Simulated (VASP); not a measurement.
# Cu (I4/mmm) in VASP: further runs

The runs below take Cu through single point, relaxation of shape and atoms at fixed volume, with PBE.

Program: VASP 6.6.1. These are calculated values, not measurements. Logs are shortened: lines on timing, memory, paths and dates and some standing lists are left out, and cuts for length are marked.

## Step 1: The cell of the first run

It takes space group I4/mmm (No. 139, tetragonal). Conventional cell: a = 3.072 Å, b = 3.072 Å, c = 2.800 Å, α = 90.00°, β = 90.00°, γ = 90.00°. Within 3.4 Å of Cu (site symmetry 4/mmm) lie 14 Cu at 2.58 to 3.07 Å.

## Step 2: Single point, PBE (volume scaled by 1.10, then relaxed in part)

File INCAR:

```
PREC     = Accurate       # precision mode
ENCUT    = 520            # plane-wave cutoff, eV
EDIFF    = 1E-7           # SCF threshold, eV
ISMEAR   = 0              # smearing method
SIGMA    = 0.1            # smearing width, eV
LREAL    = False          # projectors in reciprocal space
LASPH    = True           # aspherical terms in the spheres
NELM     = 100            # most SCF steps
ALGO     = Normal         # electronic algorithm
ISIF     = 2              # what is computed and relaxed
LWAVE    = False          # write WAVECAR
LCHARG   = True           # write CHGCAR
GGA      = PE             # functional
LELF     = True           # ELF
LVHAR    = True         
NBANDS   = 12             # bands
```

File KPOINTS:

```
Automatic mesh
0
Gamma
  20 20 20
```

File POSCAR:

```
Cu
1.0
   -1.5362249878      1.5362249878      1.3999702793
    1.5362249878     -1.5362249878      1.3999702793
    1.5362249878      1.5362249878     -1.3999702793
Cu
1
Direct
    0.0000000000      0.0000000000      0.0000000000
```

Potentials or basis: VASP PAW PBE potentials, release 64 (Cu).

Launch:

```sh
cat potpaw_PBE.64/Cu/POTCAR > POTCAR
mpirun -np 1 vasp_std > vasp.out
```

OUTCAR:

```text
PREC = Accurate
   ENCUT = 520
   EDIFF = 1E-7
   ISMEAR = 0
   LREAL = False
   LASPH = True
   NELM = 100
   ISIF = 2
   GGA = PE

 ion  position               nearest neighbor table
   1  0.000  0.000  0.000-

  LATTYP: Found a body centered tetragonal cell.
 ALAT       =     3.0724499756
 C/A-ratio  =     0.9113054991

  Lattice vectors:

 A1 = (  -1.5362249878,   1.5362249878,   1.3999702793)
 A2 = (   1.5362249878,  -1.5362249878,   1.3999702793)
 A3 = (   1.5362249878,   1.5362249878,  -1.3999702793)

Analysis of symmetry for initial positions (statically):
=====================================================================
 Subroutine PRICEL returns:
 Original cell was already a primitive cell.

 Routine SETGRP: Setting up the symmetry group for a
 body centered tetragonal supercell.

 Subroutine GETGRP returns: Found 16 space group operations
 (whereof 16 operations were pure point group operations)
 out of a pool of 16 trial point group operations.

The static configuration has the point symmetry D_4h.

Analysis of symmetry for dynamics (positions and initial velocities):
=====================================================================
 Subroutine PRICEL returns:
 Original cell was already a primitive cell.

 Routine SETGRP: Setting up the symmetry group for a
 body centered tetragonal supercell.

 Subroutine GETGRP returns: Found 16 space group operations
 (whereof 16 operations were pure point group operations)
 out of a pool of 16 trial point group operations.

The dynamic configuration has the point symmetry D_4h.

 Subroutine INISYM returns: Found 16 space group operations
 (whereof 16 operations are pure point group operations),
 and found     1 'primitive' translations

----------------------------------------------------------------------------------------

                                     Primitive cell

  volume of cell :      13.2156

  direct lattice vectors                    reciprocal lattice vectors
    -1.536224988  1.536224988  1.399970279     0.000000000  0.325473159  0.357150439
     1.536224988 -1.536224988  1.399970279     0.325473159  0.000000000  0.357150439
     1.536224988  1.536224988 -1.399970279     0.325473159  0.325473159  0.000000000

  length of vectors
     2.584548550  2.584548550  2.584548550     0.483207216  0.483207216  0.460288556

  position of ions in fractional coordinates (direct lattice)
     0.000000000  0.000000000  0.000000000

  ion indices of the primitive-cell ions
   primitive index   ion index
                 1           1

----------------------------------------------------------------------------------------

 KPOINTS: Automatic mesh

Automatic generation of k-mesh.
 Grid dimensions read from file:
 generate k-points for:   20   20   20

 Generating k-lattice:

  Cartesian coordinates                     Fractional coordinates (reciprocal lattice)
     0.000000000  0.016273658  0.017857522     0.050000000  0.000000000 -0.000000000
     0.016273658  0.000000000  0.017857522     0.000000000  0.050000000 -0.000000000
     0.016273658  0.016273658  0.000000000     0.000000000  0.000000000  0.050000000

  Length of vectors
     0.024160361  0.024160361  0.023014428

  Shift w.r.t. Gamma in fractional coordinates (k-lattice)
     0.000000000  0.000000000  0.000000000

 Subroutine IBZKPT returns following result:
 ===========================================

 Found    641 irreducible k-points:

 Following reciprocal coordinates:
            Coordinates               Weight
  0.000000  0.000000  0.000000      1.000000
  0.050000 -0.000000  0.000000      8.000000
  0.100000  0.000000 -0.000000      8.000000
  0.150000 -0.000000  0.000000      8.000000
  0.200000  0.000000 -0.000000      8.000000
  0.250000 -0.000000  0.000000      8.000000
[... 16 lines left out ...]
 -0.400000  0.050000  0.000000     16.000000
 -0.350000  0.050000  0.000000     16.000000
 [... further k-points ...]
   k-points           NKPTS =    641   k-points in BZ     NKDIM =    641   number of bands    NBANDS=     12
   number of dos      NEDOS =    301   number of ions     NIONS =      1
   total plane-waves  NPLWV =   8000
   dimension x,y,z NGX =    20 NGY =   20 NGZ =   20
   dimension x,y,z NGXF=    40 NGYF=   40 NGZF=   40
   ions per type =               1
   NGX,Y,Z   is equivalent  to a cutoff of  12.86, 12.86, 12.86 a.u.
   NGXF,Y,Z  is equivalent  to a cutoff of  25.73, 25.73, 25.73 a.u.
 SYSTEM =  unknown system
   PREC   = accura    normal or accurate (medium, high low for compatibility)
   ISTART =      0    job   : 0-new  1-cont  2-samecut
   ICHARG =      2    charge: 1-file 2-atom 10-const
   ISPIN  =      1    spin polarized calculation?
   LNONCOLLINEAR =      F non collinear calculations
   LSORBIT =      F    spin-orbit coupling
   LASPH  =      T    aspherical Exc in radial PAW
   ENCUT  =  520.0 eV  38.22 Ry    6.18 a.u.   4.81  4.81  4.81*2*pi/ulx,y,z
[... 64 lines left out ...]
      7      28.9109      0.00000
      8      28.9109      0.00000
      9      31.6932      0.00000
     10      32.2076      0.00000
     11      32.4360      0.00000
     12      32.4360      0.00000

 k-point     2 :       0.0500   -0.0000    0.0000
  band No.  band energies     occupation
      1      -2.1592      2.00000
      2       3.3230      2.00000
      3       3.6271      2.00000
      4       3.6351      2.00000
      5       4.1623      2.00000
      6       4.4805      2.00000
      7      28.4994      0.00000
      8      28.5174      0.00000
      9      30.3381      0.00000
     10      31.4248      0.00000
     11      31.8135      0.00000
     12      32.3012      0.00000

 k-point     3 :       0.1000    0.0000   -0.0000
  band No.  band energies     occupation
      1      -1.8845      2.00000
      2       3.3307      2.00000
      3       3.6130      2.00000
      4       3.6708      2.00000
      5       4.1772      2.00000
      6       4.4471      2.00000
      7      27.2066      0.00000
      8      27.6784      0.00000
      9      28.0860      0.00000
     10      30.1282      0.00000
     11      30.9350      0.00000
     12      32.4222      0.00000

 k-point     4 :       0.1500   -0.0000    0.0000
  band No.  band energies     occupation
      1      -1.4349      2.00000
      2       3.2968      2.00000
      3       3.5818      2.00000
      4       3.7762      2.00000
      5       4.2079      2.00000
      6       4.4064      2.00000
      7      24.7236      0.00000
      8      26.7040      0.00000
      9      26.7643      0.00000
     10      28.9079      0.00000
     11      30.1088      0.00000
     12      32.8423      0.00000

 k-point     5 :       0.2000    0.0000   -0.0000
  band No.  band energies     occupation
      1      -0.8271      2.00000
      2       3.2214      2.00000
      3       3.5384      2.00000
      4       3.9492      2.00000
      5       4.2565      2.00000
      6       4.3732      2.00000
      7      22.0862      0.00000
      8      25.6528      0.00000
      9      25.6773      0.00000
     10      27.9045      0.00000
     11      29.4356      0.00000
     12      33.4530      0.00000
[... 228 lines left out ...]
      1       1.9062      2.00000
      2       2.8118      2.00000
      3       4.3028      2.00000
      4       4.5337      2.00000
      5       4.8447      2.00000
      6       6.2652      1.16791
      7      10.6769      0.00000
      8      20.9452      0.00000
      9      22.0081      0.00000
     10      26.2597      0.00000
     11      28.6467      0.00000
     12      37.3217      0.00000

 k-point    22 :      -0.4500    0.0500   -0.0000
  band No.  band energies     occupation
      1       1.8271      2.00000
      2       2.8444      2.00000
      3       4.3170      2.00000
      4       4.4285      2.00000
      5       4.7097      2.00000
      6       5.4840      2.00000
      7      12.0328      0.00000
      8      21.0647      0.00000
      9      22.2969      0.00000
     10      26.3788      0.00000
     11      28.7934      0.00000
     12      37.7468      0.00000

 k-point    23 :      -0.4000    0.0500    0.0000
  band No.  band energies     occupation
      1       1.5817      2.00000
      2       2.9046      2.00000
      3       4.0548      2.00000
      4       4.3322      2.00000
      5       4.5245      2.00000
      6       4.9105      2.00000
      7      13.9340      0.00000
      8      21.3920      0.00000
      9      22.8120      0.00000
     10      26.6002      0.00000
     11      29.0285      0.00000
     12      37.5599      0.00000

 k-point    24 :      -0.3500    0.0500    0.0000
  band No.  band energies     occupation
      1       1.0526      2.00000
      2       2.9862      2.00000
      3       3.6460      2.00000
      4       4.3337      2.00000
      5       4.4128      2.00000
      6       4.6121      2.00000
      7      16.1065      0.00000
      8      21.9009      0.00000
      9      23.5413      0.00000
     10      26.9239      0.00000
     11      29.3745      0.00000
     12      36.5946      0.00000

 [... further k-points ...]

------------------------ aborting loop because EDIFF is reached ----------------------------------------

  FORCE on cell =-STRESS in cart. coord.  units (eV):
  Direction    XX          YY          ZZ          XY          YZ          ZX
  --------------------------------------------------------------------------------------
  -------------------------------------------------------------------------------------
  Total       -0.8031396     -0.8031396     -0.8006842      0.0000000     -0.0000000      0.0000000
  in kB      -97.3673034    -97.3673034    -97.0696349      0.0000000     -0.0000000      0.0000000
  external PRESSURE =     -97.2680805 kB  Pullay stress =       0.0000000 kB

 VOLUME and BASIS-vectors are now :
 -----------------------------------------------------------------------------
  energy-cutoff  :      520.00
  volume of cell :       13.22
      direct lattice vectors                 reciprocal lattice vectors
    -1.536224988  1.536224988  1.399970279     0.000000000  0.325473159  0.357150439
     1.536224988 -1.536224988  1.399970279     0.325473159  0.000000000  0.357150439
     1.536224988  1.536224988 -1.399970279     0.325473159  0.325473159  0.000000000

 POSITION                                       TOTAL-FORCE (eV/Angst)
 -----------------------------------------------------------------------------------
      0.00000      0.00000      0.00000         0.000000      0.000000      0.000000
 -----------------------------------------------------------------------------------
    total drift:                               -0.000000     -0.000000      0.000000

  FREE ENERGIE OF THE ION-ELECTRON SYSTEM (eV)
  ---------------------------------------------------
  free  energy   TOTEN  =        -3.6537647105 eV

  energy  without entropy=       -3.6514790626  energy(sigma->0) =       -3.65262189
```

Run time: 57 s. Hardware: 1 thread of AMD EPYC 9R45 (Zen 5), shared host; peak memory 0.17 GiB.

Results:

```
Free energy : -3.6538 eV
Pressure    : -9.7 GPa
```

Levels at points of the mesh, in eV from the Fermi level:
```csv
k point,band 4,band 5,band 6,band 7,band 8,band 9
"(0.00, 0.00, 0.00)",-2.65,-2.12,-1.79,22.63,22.63,25.41
"(0.50, 0.00, 0.00)",-1.67,-1.31,-0.07,4.13,15.47,15.84
"(0.50, 0.50, 0.00)",-1.92,-1.35,-0.71,3.17,17.98,18.24
"(0.50, 0.50, 0.50)",-1.48,-1.40,6.68,6.68,10.00,11.95
```

## Step 3: Relaxation of shape and atoms at fixed volume, PBE (volume scaled by 1.10)

File INCAR:

```
  PREC = Accurate
  ENCUT = 600
  EDIFF = 1E-6
  ISMEAR = 0
  SIGMA = 0.1
  LREAL = F
  LASPH = T
  NELM = 100
  ALGO = Normal
  ISIF = 4
  LWAVE = F
  LCHARG = F
  GGA = PE
  IBRION = 2
  NSW = 50
  EDIFFG = -0.01
```

File KPOINTS:

```
regular mesh
0
Gamma
  20 20 20
```

File POSCAR:

```
Cu
1.0
   -1.5301248631      1.5301248631      1.4111550089
    1.5301248631     -1.5301248631      1.4111550089
    1.5301248631      1.5301248631     -1.4111550089
Cu
1
Direct
    0.0000000000      0.0000000000      0.0000000000
```

Potentials or basis: VASP PAW PBE potentials, release 64 (Cu).

Launch:

```sh
cat potpaw_PBE.64/Cu/POTCAR > POTCAR
mpirun -np 1 vasp_std > vasp.out
```

It took 1.7 min on 1 thread of AMD EPYC 9R45 (Zen 5), shared host; peak memory 0.2 GiB.

It converged, with:

* Free energy: -3.6537 eV
* Energy gained by relaxing: 0.0 meV/atom
* Ionic steps: 3
* Pressure after relaxing: -9.7 GPa

Stress tensor (GPa, compression positive):
```
-9.64  0.00  0.00
 0.00 -9.64  0.00
 0.00  0.00 -9.79
```

Final structure:
```
Cu
1.0
    -1.53172    1.53172    1.40821
     1.53172   -1.53172    1.40821
     1.53172    1.53172   -1.40821
Cu
1
Direct
  0.00000 0.00000 0.00000
```

Levels at points of the mesh, in eV from the Fermi level:
| k point | band 4 | band 5 | band 6 | band 7 | band 8 | band 9 |
| --- | --- | --- | --- | --- | --- | --- |
| (0.00, 0.00, 0.00) | -2.66 | -2.09 | -1.79 | 22.80 | 22.80 | 25.27 |
| (0.50, 0.00, 0.00) | -1.69 | -1.31 | -0.09 | 4.09 | 15.54 | 15.91 |
| (0.50, 0.50, 0.00) | -1.90 | -1.34 | -0.67 | 3.23 | 17.80 | 18.08 |
| (0.50, 0.50, 0.50) | -1.47 | -1.40 | 6.78 | 6.78 | 9.77 | 12.03 |

## Step 4: Single point, PBE (strain along c alone, the other axes held: -3.0 %)

File INCAR:

```
ALGO = Fast
EDIFF = 1E-6
ENCUT = 520
GGA = PE
ISIF = 2
ISMEAR = 0
LASPH = T
LCHARG = F
LREAL = F
LWAVE = F
NBANDS = 18
NELM = 80
PREC = Accurate
SIGMA = 0.1
```

File KPOINTS:

```
k-points
0
Gamma
  14 14 16
```

File POSCAR:

```
Cu
1.0
    2.9510618436      0.0000000000      0.0000000000
    0.0000000000      2.9510618436      0.0000000000
    0.0000000000      0.0000000000      2.6763374722
Cu
2
Direct
    0.0000000000      0.0000000000      0.0000000000
    0.5000000000      0.5000000000      0.5000000000
```

Launch:

```sh
cat potpaw_PBE.64/Cu/POTCAR > POTCAR
mpirun -np 1 vasp_std > vasp.out
```

Run time: 67 s. Hardware: 1 thread of Intel Xeon Platinum 8259CL at 2.50GHz (Skylake/Cascade Lake), shared host; peak memory 0.22 GiB.

Results (log left out):

| Quantity | Value |
| --- | --- |
| Free energy | -7.3741 eV |
| Pressure | 6.0 GPa |
| Band gap on the k mesh | zero (band 11 reaches 13.88 eV, above the bottom of band 12 at 6.20 eV) |

Stress tensor (GPa, compression positive):
```
5.79 0.00 0.00
0.00 5.79 0.00
0.00 0.00 6.29
```

Levels at points of the mesh, in eV from the Fermi level:
| k point | band 8 | band 9 | band 10 | band 11 | band 12 | band 13 | band 14 | band 15 |
| --- | --- | --- | --- | --- | --- | --- | --- | --- |
| (0.00, 0.00, 0.00) | -1.97 | -1.60 | -1.60 | -1.50 | 7.04 | 7.04 | 10.87 | 12.73 |
| (0.50, 0.00, 0.00) | -2.64 | -2.31 | -2.31 | -1.58 | -1.58 | 13.23 | 13.23 | 15.49 |
| (0.50, 0.50, 0.00) | -2.14 | -1.45 | -1.45 | -1.12 | -1.12 | 3.72 | 3.72 | 19.42 |
| (0.00, 0.00, 0.50) | -3.02 | -2.44 | -2.44 | -0.80 | -0.80 | 14.31 | 14.31 | 14.31 |
| (0.50, 0.00, 0.50) | -1.83 | -1.40 | -1.40 | -0.36 | -0.36 | 4.81 | 4.81 | 16.81 |
| (0.50, 0.50, 0.50) | -2.09 | -1.92 | -1.92 | 6.10 | 6.10 | 6.79 | 6.79 | 6.79 |

Caveat: the cell differs from its parent crystal (strain along c alone, the other axes held: -3.0 %).

## Step 5: Single point, PBE (strain along c alone, the other axes held: -2.0 %)

File INCAR:

```
  PREC = Accurate
  ENCUT = 520
  EDIFF = 1E-6
  ISMEAR = 0
  SIGMA = 0.1
  LREAL = False
  LASPH = True
  NELM = 100
  ALGO = Fast
  ISIF = 2
  LWAVE = False
  LCHARG = True
  GGA = PE
  LELF = True
  LVHAR = True
  NBANDS = 18
```

File KPOINTS:

```
Automatic mesh
0
Gamma
  14 14 16
```

POSCAR, as its differences from that of step 4:

```diff
@@ -4,3 +4,3 @@
     0.0000000000      2.9510618436      0.0000000000
-    0.0000000000      0.0000000000      2.6763374722
+    0.0000000000      0.0000000000      2.7039285802
 Cu
```

Launch:

```sh
cat potpaw_PBE.64/Cu/POTCAR > POTCAR
mpirun -np 1 vasp_std > vasp.out
```

It took 67 s on 1 thread of Intel Xeon Platinum 8259CL at 2.50GHz (Skylake/Cascade Lake), shared host; peak memory 0.22 GiB.

It converged, with:

```
Free energy            : -7.3811 eV
Pressure               : 4.3 GPa
Band gap on the k mesh : zero (band 11 reaches 13.75 eV, above the bottom of band 12 at 6.10 eV)
```

Stress tensor (GPa, compression positive):
```
4.19 0.00 0.00
0.00 4.19 0.00
0.00 0.00 4.46
```

Levels at points of the mesh, in eV from the Fermi level:
```tsv
k point	band 7	band 8	band 9	band 10	band 11	band 12	band 13	band 14	band 15	band 16
(0.00, 0.00, 0.00)	-2.35	-1.97	-1.59	-1.59	-1.50	7.13	7.13	10.52	12.75	13.43
(0.50, 0.00, 0.00)	-2.64	-2.64	-2.30	-2.30	-1.55	-1.55	13.29	13.29	15.51	15.51
(0.50, 0.50, 0.00)	-2.11	-2.11	-1.43	-1.43	-1.04	-1.04	3.73	3.73	19.12	19.12
(0.00, 0.00, 0.50)	-2.97	-2.97	-2.41	-2.41	-0.86	-0.86	14.24	14.24	14.24	14.24
(0.50, 0.00, 0.50)	-1.84	-1.84	-1.39	-1.39	-0.37	-0.37	4.70	4.70	16.80	16.80
(0.50, 0.50, 0.50)	-2.07	-2.07	-1.91	-1.91	6.11	6.11	6.71	6.71	6.71	6.71
```

Caveat: the cell differs from its parent crystal (strain along c alone, the other axes held: -2.0 %).

## Step 6: Overview

| task | cell | k mesh | cutoff (eV) | gap on the mesh (eV) | pressure (GPa) |
| --- | --- | --- | --- | --- | --- |
| single point | a = 2.585 Å, angles 107.1, 107.1, 114.4°, 1 atom | 20 × 20 × 20 | 520 | none | -9.7 |
| relaxation of shape and atoms at fixed volume | relaxed from a = 2.583 Å, angles 107.4, 107.4, 113.8°, 1 atom | 20 × 20 × 20 | 600 | none | -9.7 |
| single point | a = 2.951, b = 2.951, c = 2.676 Å, 2 atoms | 14 × 14 × 16 | 520 | none | 6.0 |
| single point | a = 2.951, b = 2.951, c = 2.704 Å, 2 atoms | 14 × 14 × 16 | 520 | none | 4.3 |

Alike in all rows: level PBE; potentials or basis VASP PAW PBE potentials, release 64 (Cu); no spin polarisation; smearing gaussian 0.1 eV.

Total energies depend on the potentials used, so only differences within one code and one set of settings carry meaning.
